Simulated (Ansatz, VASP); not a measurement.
Two plane-wave programs on Pb

The input INCAR:

```
PREC = Accurate
ENCUT = 520
EDIFF = 1E-8
ISMEAR = -1
SIGMA = 0.05
LREAL = False
LASPH = True
NELM = 80
ALGO = Normal
ISIF = 2
LWAVE = False
LCHARG = False
GGA = CA
LEFG = True
NBANDS = 21
```

The input KPOINTS:

```
Automatic mesh
0
Gamma
  8 8 8
```

The input POSCAR:

```
Pb
1.0
    0.0000000000      3.4274982972      3.4274982972
    3.4274982972      0.0000000000      3.4274982972
    3.4274982972      3.4274982972      0.0000000000
Pb
2
Direct
    0.0000000000      0.0000000000      0.0000000000
    0.2500000000      0.2500000000      0.2500000000
```

Input for Ansatz:

```yaml
crystal:
  lattice:
    - [0.0, 3.4274982972, 3.4274982972]
    - [3.4274982972, 0.0, 3.4274982972]
    - [3.4274982972, 3.4274982972, 0.0]
  atoms:
    - { symbol: Pb, position: [0.0, 0.0, 0.0] }
    - { symbol: Pb, position: [0.25, 0.25, 0.25] }
kpoints:
  mp_grid: { grid: [8, 8, 8] }
scf:
  occupations: { method: fermi_dirac, width: 0.05 }
hamiltonian:
  xc: lda
  pseudopotentials: { kind: paw }
output:
  forces: true
  stress: true
  eigenvalues: true
  efg: { contact_densities: true }
```

Change from the starting cell: volume scaled by 0.99, PAW files.

Alike in both runs: task electric field gradients; functional LDA; k mesh 8 × 8 × 8; occupations fermi-dirac, width 0.05 eV; no spin polarisation.

|  | VASP | Ansatz |
| --- | --- | --- |
| version | VASP 6.6.1 | Ansatz 0.2.0 |
| potentials or method | VASP PAW LDA potentials, release 64 (Pb_d) | PAW with Ansatz's default frozen-core files, scalar-relativistic |
| plane-wave cutoff (eV) | 520 | 420 |
| valence electrons in the cell | 28 | 28 |

```csv
,VASP,Ansatz,Ansatz less VASP
pressure (GPa),-0.4,-0.4,-0.03
```

LDA's correlation is that of Perdew and Zunger in VASP and of Perdew and Wang (1992) in Ansatz.

Neither program's run includes spin-orbit coupling.
